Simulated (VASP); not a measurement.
# BiH4 (P6/mmm) in VASP: a series of runs

Runs on BiH4. Level: PBE. Tasks: single point, relaxation of cell and atoms.

Everything below comes from runs of VASP 6.6.1. Logs are shortened: lines on timing, memory, paths and dates and some standing lists are left out, and cuts for length are marked.

## (1) The cell of the first run

It takes space group P6/mmm (No. 191, hexagonal). The conventional cell has a = 3.098 Å, b = 3.098 Å, c = 6.571 Å, α = 90.00°, β = 90.00°, γ = 120.00°. Bi (site symmetry 6/mmm) has 6 Bi at 3.10 Å and 14 H at 3.29 to 3.63 Å within 4.1 Å. Within 2.1 Å of H (site symmetry mmm) lie 6 H at 1.55 Å. H (site symmetry 6/mmm) has 6 H at 1.55 Å within 2.1 Å.

## (2) Single point, PBE

The input, INCAR:

```
ALGO = Normal
EDIFF = 1E-6
ENCUT = 520
GGA = PE
ISIF = 2
ISMEAR = 0
LASPH = T
LCHARG = F
LREAL = F
LWAVE = F
NBANDS = 18
NELM = 80
PREC = Accurate
SIGMA = 0.1
```

The input, KPOINTS:

```
k-points
0
Gamma
  15 15 8
```

The input, POSCAR:

```
BiH4
1.0
    3.0978567048      0.0000000000      0.0000000000
   -1.5489283524      2.6828226036      0.0000000000
    0.0000000000      0.0000000000      6.5714673154
Bi H
1 4
Direct
    0.0000000000      0.0000000000      0.0000000000
    0.5000000000      0.0000000000      0.5000000000
    0.0000000000      0.5000000000      0.5000000000
    0.5000000000      0.5000000000      0.5000000000
    0.0000000000      0.0000000000      0.5000000000
```

Potentials or basis: VASP PAW PBE potentials, release 64 (Bi_d, H).

The run is started by

```
cat potpaw_PBE.64/Bi_d/POTCAR potpaw_PBE.64/H/POTCAR > POTCAR
mpirun -np 1 vasp_std > vasp.out
```

OUTCAR:

```text
EDIFF = 1E-6
   ENCUT = 520
   GGA = PE
   ISIF = 2
   ISMEAR = 0
   LASPH = T
   LREAL = F
   NELM = 80
   PREC = Accurate

 ion  position               nearest neighbor table
   1  0.000  0.000  0.000-
   2  0.500  0.000  0.500-
   3  0.000  0.500  0.500-
   4  0.500  0.500  0.500-
   5  0.000  0.000  0.500-

  LATTYP: Found a hexagonal cell.
 ALAT       =     3.0978567048
 C/A-ratio  =     2.1212947988

  Lattice vectors:

 A1 = (   3.0978567048,   0.0000000000,   0.0000000000)
 A2 = (  -1.5489283524,   2.6828226036,   0.0000000000)
 A3 = (   0.0000000000,   0.0000000000,   6.5714673154)

Analysis of symmetry for initial positions (statically):
=====================================================================
 Subroutine PRICEL returns:
 Original cell was already a primitive cell.

 Routine SETGRP: Setting up the symmetry group for a
 hexagonal supercell.

 Subroutine GETGRP returns: Found 24 space group operations
 (whereof 24 operations were pure point group operations)
 out of a pool of 24 trial point group operations.

The static configuration has the point symmetry D_6h.

Analysis of symmetry for dynamics (positions and initial velocities):
=====================================================================
 Subroutine PRICEL returns:
 Original cell was already a primitive cell.

 Routine SETGRP: Setting up the symmetry group for a
 hexagonal supercell.

 Subroutine GETGRP returns: Found 24 space group operations
 (whereof 24 operations were pure point group operations)
 out of a pool of 24 trial point group operations.

The dynamic configuration has the point symmetry D_6h.

 Subroutine INISYM returns: Found 24 space group operations
 (whereof 24 operations are pure point group operations),
 and found     1 'primitive' translations

----------------------------------------------------------------------------------------

                                     Primitive cell

  volume of cell :      54.6155

  direct lattice vectors                    reciprocal lattice vectors
     3.097856705  0.000000000  0.000000000     0.322803827  0.186370876  0.000000000
    -1.548928352  2.682822604  0.000000000     0.000000000  0.372741753  0.000000000
     0.000000000  0.000000000  6.571467315     0.000000000  0.000000000  0.152173016

  length of vectors
     3.097856705  3.097856705  6.571467315     0.372741753  0.372741753  0.152173016

  position of ions in fractional coordinates (direct lattice)
     0.000000000  0.000000000  0.000000000
     0.500000000  0.000000000  0.500000000
     0.000000000  0.500000000  0.500000000
     0.500000000  0.500000000  0.500000000
     0.000000000  0.000000000  0.500000000

  ion indices of the primitive-cell ions
   primitive index   ion index
                 1           1
                 2           2
                 3           3
                 4           4
                 5           5

----------------------------------------------------------------------------------------

 KPOINTS: k-points

Automatic generation of k-mesh.
 Grid dimensions read from file:
 generate k-points for:   15   15    8

 Generating k-lattice:

  Cartesian coordinates                     Fractional coordinates (reciprocal lattice)
     0.021520255  0.012424725  0.000000000     0.066666667  0.000000000  0.000000000
     0.000000000  0.024849450  0.000000000     0.000000000  0.066666667  0.000000000
     0.000000000  0.000000000  0.019021627     0.000000000  0.000000000  0.125000000

  Length of vectors
     0.024849450  0.024849450  0.019021627

  Shift w.r.t. Gamma in fractional coordinates (k-lattice)
     0.000000000  0.000000000  0.000000000

 Subroutine IBZKPT returns following result:
 ===========================================

 Found    135 irreducible k-points:

 Following reciprocal coordinates:
            Coordinates               Weight
  0.000000  0.000000  0.000000      1.000000
  0.066667 -0.000000  0.000000      6.000000
  0.133333  0.000000  0.000000      6.000000
  0.200000 -0.000000  0.000000      6.000000
  0.266667  0.000000  0.000000      6.000000
  0.333333 -0.000000  0.000000      6.000000
[... 16 lines left out ...]
  0.333333  0.200000  0.000000     12.000000
  0.400000  0.200000  0.000000      6.000000
 [... further k-points ...]
   k-points           NKPTS =    135   k-points in BZ     NKDIM =    135   number of bands    NBANDS=     18
   number of dos      NEDOS =    301   number of ions     NIONS =      5
   total plane-waves  NPLWV =  28800
   dimension x,y,z NGX =    24 NGY =   24 NGZ =   50
   dimension x,y,z NGXF=    48 NGYF=   48 NGZF=  100
   ions per type =               1   4
   NGX,Y,Z   is equivalent  to a cutoff of  12.88, 12.88, 12.65 a.u.
   NGXF,Y,Z  is equivalent  to a cutoff of  25.76, 25.76, 25.30 a.u.
 SYSTEM =  unknown system
   PREC   = accura    normal or accurate (medium, high low for compatibility)
   ISTART =      0    job   : 0-new  1-cont  2-samecut
   ICHARG =      2    charge: 1-file 2-atom 10-const
   ISPIN  =      1    spin polarized calculation?
   LNONCOLLINEAR =      F non collinear calculations
   LSORBIT =      F    spin-orbit coupling
   LASPH  =      T    aspherical Exc in radial PAW
   ENCUT  =  520.0 eV  38.22 Ry    6.18 a.u.   5.76  5.76 12.22*2*pi/ulx,y,z
   NELM   =     80;   NELMIN=  2; NELMDL= -5     # of ELM steps
   EDIFF  = 0.1E-05   stopping-criterion for ELM
   LREAL  =      F    real-space projection
   EDIFFG = 0.1E-04   stopping-criterion for IOM
   NSW    =      0    number of steps for IOM
   IBRION =     -1    ionic relax: 0-MD 1-quasi-New 2-CG
   NFREE  =      0    steps in history (QN), initial steepest desc. (CG)
   ISIF   =      2    stress and relaxation
   ISYM   =      2    0-nonsym 1-usesym 2-fastsym
   POTIM  = 0.5000    time-step for ionic-motion
   TEBEG  =    0.0;   TEEND  =   0.0 temperature during run
   PSTRESS=    0.0 pullay stress
   NELECT =      19.0000    total number of electrons
   NUPDOWN=      -1.0000    fix difference up-down
   EMIN   =  10.00;   EMAX   =-10.00  energy-range for DOS
   EFERMI =   0.00;   METHOD = LEGACY
   ISMEAR =     0;   SIGMA  =   0.10  broadening in eV -4-tet -1-fermi 0-gaus
   EFERMI_NEDOS =   21; number of points for ismear=-14 and -15
   IALGO  =     38    algorithm
   IMIX   =      4    mixing-type and parameters
     AMIX     =   0.40;   BMIX     =  1.00
     AMIX_MAG =   1.60;   BMIX_MAG =  1.00
  volume/ion in A,a.u.               =      10.92        73.71
  Fermi-wavevector in a.u.,A,eV,Ry     =   1.151386  2.175803 18.037093  1.325689
  Thomas-Fermi vector in A             =   2.288044
   LORBIT       =      0    0 simple, 1 ext, 2 COOP (PROOUT), +10 PAW based schemes
   GGA     = PE    functional components
   LHFCALC =     F    Hartree Fock is set to
   AEXX    =    0.0000 exact exchange contribution
   IVDW    =     0    specifies the selected vdW correction
   LEPSILON=     F    determine dielectric tensor
   LRPA    =     F    only Hartree local field effects (RPA)
 non-spin polarized calculation
 Gauss-broadening in eV      SIGMA  =   0.10
  energy-cutoff  :      520.00
  volume of cell :       54.62
 maximum number of plane-waves:      1484
 NGX is ok and might be reduce to    24
   NGX = 11   NGY = 11   NGZ = 25

 number of electron      19.0000005 magnetization

 Free energy of the ion-electron system (eV)
  ---------------------------------------------------
  ext. energy  EPLUGINS =         0.00000000
  ---------------------------------------------------
  free energy    TOTEN  =       -12.64251492 eV

  energy without entropy =      -12.63500658  energy(sigma->0) =      -12.63876075

 E-fermi :   4.1777     XC(G=0):  -9.2624

 val. band max:        4.1686294097   @ k =   0.4000   0.1333   0.2500
 cond. band min:       4.1809148925   @ k =   0.2000   0.1333   0.3750
 fundamental gap:      0.0122854828
 Fermi energy:         4.1777309288

 k-point     1 :       0.0000    0.0000    0.0000
  band No.  band energies     occupation
      1     -19.0121      2.00000
      2     -18.9938      2.00000
      3     -18.9938      2.00000
      4     -18.6773      2.00000
      5     -18.6773      2.00000
      6      -9.7009      2.00000
[... 10 lines left out ...]
     17      18.1342      0.00000
     18      18.2208      0.00000

 k-point     2 :       0.0667   -0.0000    0.0000
  band No.  band energies     occupation
      1     -19.0071      2.00000
      2     -18.9895      2.00000
      3     -18.9758      2.00000
      4     -18.6872      2.00000
      5     -18.6795      2.00000
      6      -9.6051      2.00000
[... 10 lines left out ...]
     17      18.3953      0.00000
     18      18.4182      0.00000

 k-point     3 :       0.1333    0.0000    0.0000
  band No.  band energies     occupation
      1     -19.0253      2.00000
      2     -18.9451      2.00000
      3     -18.9243      2.00000
      4     -18.7148      2.00000
      5     -18.6859      2.00000
      6      -9.3164      2.00000
[... 10 lines left out ...]
     17      16.9689      0.00000
     18      18.8363      0.00000

 k-point     4 :       0.2000   -0.0000    0.0000
  band No.  band energies     occupation
      1     -19.0555      2.00000
      2     -18.8775      2.00000
      3     -18.8474      2.00000
      4     -18.7552      2.00000
      5     -18.6952      2.00000
      6      -8.8325      2.00000
[... 375 lines left out ...]
      4     -18.7578      2.00000
      5     -18.6089      2.00000
      6      -6.2555      2.00000
[... 10 lines left out ...]
     17      14.0001      0.00000
     18      17.8799      0.00000

 k-point    23 :       0.3333    0.2000    0.0000
  band No.  band energies     occupation
      1     -18.9963      2.00000
      2     -18.8671      2.00000
      3     -18.7718      2.00000
      4     -18.7344      2.00000
      5     -18.6211      2.00000
      6      -5.4217      2.00000
[... 10 lines left out ...]
     17      14.9125      0.00000
     18      16.9727      0.00000

 k-point    24 :       0.4000    0.2000    0.0000
  band No.  band energies     occupation
      1     -18.9985      2.00000
      2     -18.8713      2.00000
      3     -18.7769      2.00000
      4     -18.6666      2.00000
      5     -18.6658      2.00000
      6      -5.0210      2.00000
[... 10 lines left out ...]
     17      15.5768      0.00000
     18      15.9951      0.00000

 [... further k-points ...]

------------------------ aborting loop because EDIFF is reached ----------------------------------------

  FORCE on cell =-STRESS in cart. coord.  units (eV):
  Direction    XX          YY          ZZ          XY          YZ          ZX
  --------------------------------------------------------------------------------------
  -------------------------------------------------------------------------------------
  Total       -0.0659378     -0.0659378     -0.0463661      0.0000000     -0.0000000      0.0000000
  in kB       -1.9343248     -1.9343248     -1.3601759      0.0000000     -0.0000000      0.0000000
  external PRESSURE =      -1.7429418 kB  Pullay stress =       0.0000000 kB

 VOLUME and BASIS-vectors are now :
 -----------------------------------------------------------------------------
  energy-cutoff  :      520.00
  volume of cell :       54.62
      direct lattice vectors                 reciprocal lattice vectors
     3.097856705  0.000000000  0.000000000     0.322803827  0.186370876  0.000000000
    -1.548928352  2.682822604  0.000000000     0.000000000  0.372741753  0.000000000
     0.000000000  0.000000000  6.571467315     0.000000000  0.000000000  0.152173016

 POSITION                                       TOTAL-FORCE (eV/Angst)
 -----------------------------------------------------------------------------------
      0.00000      0.00000      0.00000         0.000000      0.000000      0.000000
      1.54893      0.00000      3.28573         0.000000      0.000000      0.000000
     -0.77446      1.34141      3.28573         0.000000      0.000000      0.000000
      0.77446      1.34141      3.28573        -0.000000      0.000000      0.000000
      0.00000      0.00000      3.28573         0.000000      0.000000      0.000000
 -----------------------------------------------------------------------------------
    total drift:                                0.000000      0.000000      0.000000

  FREE ENERGIE OF THE ION-ELECTRON SYSTEM (eV)
  ---------------------------------------------------
  free  energy   TOTEN  =       -12.6425149226 eV

  energy  without entropy=      -12.6350065805  energy(sigma->0) =      -12.63876075
```

It took 88 s on 1 thread of Oxide Virtual Turin-like, shared host; peak memory 0.23 GiB.

Results:

* Free energy: -12.6425 eV
* Pressure: -0.2 GPa

Levels at points of the mesh, in eV from the Fermi level:
```
           k point  band 6  band 7  band 8  band 9  band 10  band 11  band 12  band 13
(0.00, 0.00, 0.00)  -13.88  -10.90   -3.76    5.50     5.56     5.56     5.66     6.35
(0.00, 0.00, 0.50)  -13.83  -11.07   -2.98    2.12     5.50     5.56     5.56     8.17
```

Caveat: spin-orbit coupling is left out, which moves the levels of the heavy elements.

## (3) Relaxation of cell and atoms, PBE

The input, INCAR:

```
SYSTEM = BiH4
PREC = Accurate
ENCUT = 600
EDIFF = 1E-6
ISMEAR = 0
SIGMA = 0.1
LREAL = .FALSE.
LASPH = .TRUE.
NELM = 60
ALGO = Normal
ISIF = 3
LWAVE = .FALSE.
LCHARG = .FALSE.
GGA = PE
IBRION = 2
NSW = 100
EDIFFG = -0.01
```

The input, KPOINTS:

```
regular mesh
0
G
  15 15 6
  0 0 0
```

POSCAR is that of step 2.

Potentials or basis: VASP PAW PBE potentials, release 64 (Bi_d, H).

The run is started by

```
cat potpaw_PBE.64/Bi_d/POTCAR potpaw_PBE.64/H/POTCAR > POTCAR
mpirun -np 1 vasp_std > vasp.out
```

Wall time 2.5 min (1 thread of Oxide Virtual Turin-like, shared host); peak memory 0.22 GiB.

Results (log left out):

```yaml
Free_energy: -12.6425 eV
Pressure_after_relaxing: 0.0 GPa
```

Stress tensor (GPa, compression positive):
```
-0.09  0.00  0.00
 0.00 -0.09  0.00
 0.00  0.00  0.05
```

Final structure:
```yaml
crystal:
  lattice:
    - [3.09786, 0.00000, 0.00000]
    - [-1.54893, 2.68282, 0.00000]
    - [0.00000, 0.00000, 6.57147]
  atoms:
    - { symbol: Bi, position: [0.00000, 0.00000, 0.00000] }
    - { symbol: H, position: [0.50000, 0.00000, 0.50000] }
    - { symbol: H, position: [0.00000, 0.50000, 0.50000] }
    - { symbol: H, position: [0.50000, 0.50000, 0.50000] }
    - { symbol: H, position: [0.00000, 0.00000, 0.50000] }
```

Levels at points of the mesh, in eV from the Fermi level:
| k point | band 5 | band 6 | band 7 | band 8 | band 9 | band 10 | band 11 | band 12 | band 13 |
| --- | --- | --- | --- | --- | --- | --- | --- | --- | --- |
| (0.00, 0.00, 0.00) | -22.85 | -13.88 | -10.90 | -3.76 | 5.50 | 5.56 | 5.56 | 5.66 | 6.35 |
| (0.00, 0.00, 0.50) | -22.85 | -13.83 | -11.07 | -2.98 | 2.13 | 5.50 | 5.56 | 5.56 | 8.17 |

Caveat: the relaxation stopped at its first step, so nothing moved; spin-orbit coupling is left out, which moves the levels of the heavy elements.

[end of part 1 of 2]
